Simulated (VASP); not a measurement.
A run of VASP 6.6.1 is set up as follows.

The input INCAR:

```
PREC = Accurate
ENCUT = 520
EDIFF = 1E-6
ISMEAR = 0
SIGMA = 0.15
LREAL = False
LASPH = True
NELM = 60
ALGO = Normal
ISIF = 2
LWAVE = False
LCHARG = True
GGA = PS
LELF = True
LVHAR = True
NBANDS = 12
```

The input KPOINTS:

```
Automatic mesh
0
Gamma
  12 12 12
```

The input POSCAR:

```
Sb
1.0
    2.0430703154      1.1795671966      3.8376000000
   -2.0430703154      1.1795671966      3.8376000000
    0.0000000000     -2.3591343931      3.8376000000
Sb
2
Direct
    0.2336400000      0.2336400000      0.2336400000
    0.7663600000      0.7663600000      0.7663600000
```

Potentials or basis: VASP PAW PBE potentials, release 64 (Sb).

The run is started by

```sh
$ cat potpaw_PBE.64/Sb/POTCAR > POTCAR
$ mpirun -np 1 vasp_std > vasp.out
```

Problem. Predict the pressure.

Solution. 6.7 GPa.

Problem. What does it give for the band gap on the k mesh?

Solution. Zero (bands 5 and 6 overlap by 0.62 eV).

Problem. Estimate the largest force.

Solution. 0.757 eV/Å.

Forces on the atoms (eV/Å):
```
Sb   0.000  0.000  0.757
Sb   0.000  0.000 -0.757
```

Caveat: the cell differs from its parent crystal (strain -0.050 along x and y, +0.025 along z); the cell stands under pressure; the PAW data sets were made with another functional, which shifts forces and pressure a little; spin-orbit coupling is left out, which moves the levels of the heavy elements.
